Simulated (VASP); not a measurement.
Write the native input for VASP 6.6.1 that does the following.

| Property | Result |
| --- | --- |
| Task | electric field gradients |
| Functional | PBEsol |
| Potentials or basis | VASP PAW PBE potentials, release 64 (V_sv) |
| Cutoff | 520 eV |
| k mesh | 19 × 19 × 19 |
| Occupations | fermi-dirac, width 0.03 eV |
| Spin | collinear spin, ferromagnetic start |
| Starting moments | [1.5] μB |
| Dipole correction | no |
| Further INCAR settings | ALGO = Normal; EDIFF = 1e-08; NBANDS = 16 |

The structure of V lies in POSCAR:

```
V
1.0
   -1.4827400000      1.4827400000      1.5130000000
    1.4827400000     -1.4827400000      1.5130000000
    1.4827400000      1.4827400000     -1.5130000000
V
1
Direct
    0.0000000000      0.0000000000      0.0000000000
```

This cell differs from its parent crystal: equal xx and yy strain of -2 %.

The input as run:

INCAR

```
  PREC = Accurate
  ENCUT = 520
  EDIFF = 1E-8
  ISMEAR = -1
  SIGMA = 0.03
  LREAL = F
  LASPH = T
  NELM = 150
  ALGO = Normal
  ISIF = 2
  LWAVE = F
  LCHARG = F
  ISPIN = 2
  MAGMOM = 1.5
  LORBIT = 11
  LMAXMIX = 4
  GGA = PS
  LEFG = T
  NBANDS = 16
```

KPOINTS

```
regular mesh
0
Gamma
  19 19 19
```

Potentials or basis: VASP PAW PBE potentials, release 64 (V_sv).

The run is started by

```bash
$ cat potpaw_PBE.64/V_sv/POTCAR > POTCAR
$ mpirun -np 1 vasp_std > vasp.out
```

Results of the run:

```
Pressure                                              : -5.0 GPa
Net moment                                            : 0.00 μB per cell
Largest electric field gradient by atom               : V +2.1 V/Å²
Valence electrons inside the program's atomic spheres : V 11.68
```

Caveat: the cell differs from its parent crystal (equal xx and yy strain of -2 %); the cell stands under tension; without QUAD_EFG the Cq values of the log hold for a quadrupole moment of 1 mb, not for the nuclei; the PAW data sets were made with another functional, which shifts forces and pressure a little.

Run time: 95 s on 1 thread of AMD EPYC 9R45 96-Core Processor (Zen 5) (shared host), peak memory 0.24 GiB.
